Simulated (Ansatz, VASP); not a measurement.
# Two plane-wave programs on GaAs

```
CELL_PARAMETERS angstrom
0.00000 2.80172 2.80172
2.80172 0.00000 2.80172
2.80172 2.80172 0.00000
ATOMIC_POSITIONS crystal
Ga 0.00000 0.00000 0.00000
As 0.75000 0.75000 0.75000
```

Alike in both runs: functional LDA; k mesh 12 × 12 × 12; occupations gaussian, width 0.1 eV; no spin polarisation.

Ansatz relaxed the structure, and its values are those at the end. VASP's run is a single point on that final structure, the one shown.

|  | VASP | Ansatz |
| --- | --- | --- |
| version | VASP 6.6.1 | Ansatz 0.2.0 |
| potentials or method | VASP PAW LDA potentials, release 64 (Ga_d, As), cutoff 500 eV | scalar-relativistic, plane waves, PAW |
| valence electrons in the cell | 18 | 28 |

|  | VASP | Ansatz | Ansatz less VASP |
| --- | --- | --- | --- |
| gap on the k mesh at the Fermi level (eV) | 0.54 | 0.49 | -0.049 |
| pressure (GPa) | 0.3 | 0.0 | -0.32 |

LDA's correlation is that of Perdew and Zunger in VASP and of Perdew and Wang (1992) in Ansatz. VASP's potentials hold 18 valence electrons a cell and Ansatz's 28, so a difference there can come from the potentials and not from the codes.
